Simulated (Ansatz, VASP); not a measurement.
## ZnS in VASP and in Ansatz

Contents of POSCAR:

```
ZnS
1.0
    0.0000000000      2.6838652254      2.6838652254
    2.6838652254      0.0000000000      2.6838652254
    2.6838652254      2.6838652254      0.0000000000
Zn S
1 1
Direct
    0.7500000000      0.7500000000      0.7500000000
    0.0000000000      0.0000000000      0.0000000000
```

INCAR.step1

```
SYSTEM = ZnS
PREC = Accurate
ENCUT = 520
EDIFF = 1E-5
ISMEAR = -1
SIGMA = 0.05
LREAL = .FALSE.
LASPH = .TRUE.
NELM = 100
ALGO = Normal
ISIF = 2
LWAVE = .TRUE.
LCHARG = .FALSE.
GGA = PE
NBANDS = 16
```

File INCAR.step2:

```
SYSTEM = ZnS
PREC = Accurate
ENCUT = 520
EDIFF = 1E-6
ISMEAR = -1
SIGMA = 0.05
LREAL = .FALSE.
LASPH = .TRUE.
NELM = 100
ALGO = Normal
ISIF = 2
LWAVE = .FALSE.
LCHARG = .FALSE.
GGA = PE
LHFCALC = .TRUE.
AEXX = 0.25
PRECFOCK = Normal
ISTART = 1
NBANDS = 16
```

File KPOINTS:

```
Automatic mesh
0
G
  5 5 5
  0 0 0
```

File input.yaml:

```yaml
crystal:
  lattice:
    - [0.0, 2.6838652254, 2.6838652254]
    - [2.6838652254, 0.0, 2.6838652254]
    - [2.6838652254, 2.6838652254, 0.0]
  atoms:
    - { symbol: Zn, position: [0.75, 0.75, 0.75] }
    - { symbol: S, position: [0.0, 0.0, 0.0] }
hamiltonian:
  xc: pbe0
  pseudopotentials: { kind: paw }
kpoints:
  mp_grid: { grid: [5, 5, 5] }
scf:
  occupations: { method: fermi_dirac, width: 0.05 }
output:
  forces: true
  stress: true
  eigenvalues: true
  write_density: true
  write_potential: true
  elf: true
  volumetric_format: npy
```

Alike in both runs: task single point; functional PBE0; k mesh 5 × 5 × 5; occupations fermi-dirac, width 0.05 eV; no spin polarisation.

|  | VASP | Ansatz |
| --- | --- | --- |
| version | VASP 6.6.1 | Ansatz 0.2.0 |
| potentials or method | VASP PAW PBE potentials, release 64 (Zn, S) | Ansatz PAW |
| plane-wave cutoff (eV) | 520 | 420 |
| valence electrons in the cell | 18 | 18 |

```csv
,VASP,Ansatz,Ansatz less VASP
gap on the k mesh at the Fermi level (eV),4.13,4.11,-0.019
least direct gap on the mesh (eV),4.13,4.11,-0.019
pressure (GPa),2.3,2.4,+0.08
```

Noted on Ansatz's run: odd divisions of the mesh miss points on the zone boundary, where band edges often lie, so the gap on the mesh can be too wide.
